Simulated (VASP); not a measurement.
Here is a VASP 6.6.1 calculation.

INCAR

```
ALGO     = Normal         # electronic algorithm
EDIFF    = 1E-6           # SCF threshold, eV
ENCUT    = 520            # plane-wave cutoff, eV
GGA      = PE             # functional
ISIF     = 2              # what is computed and relaxed
ISMEAR   = -1             # smearing method
LASPH    = True           # aspherical terms in the spheres
LCHARG   = False          # write CHGCAR
LREAL    = False          # projectors in reciprocal space
LWAVE    = False          # write WAVECAR
NBANDS   = 8              # bands
NELM     = 60             # most SCF steps
PREC     = Accurate       # precision mode
SIGMA    = 0.1            # smearing width, eV
```

The input KPOINTS:

```
k-points
0
Gamma
  21 21 21
```

File POSCAR:

```
Li
1.0
    0.0000000000      2.0702855624      2.0702855624
    2.0702855624      0.0000000000      2.0702855624
    2.0702855624      2.0702855624      0.0000000000
Li
1
Direct
    0.0000000000      0.0000000000      0.0000000000
```

Potentials or basis: VASP PAW PBE potentials, release 64 (Li_sv).

The run is started by

```sh
$ cat potpaw_PBE.64/Li_sv/POTCAR > POTCAR
$ mpirun -np 1 vasp_std > vasp.out
```

**Question.** Estimate the band gap on the k mesh.

**Answer.** Zero (an odd number of electrons rules out a gap without spin polarisation).
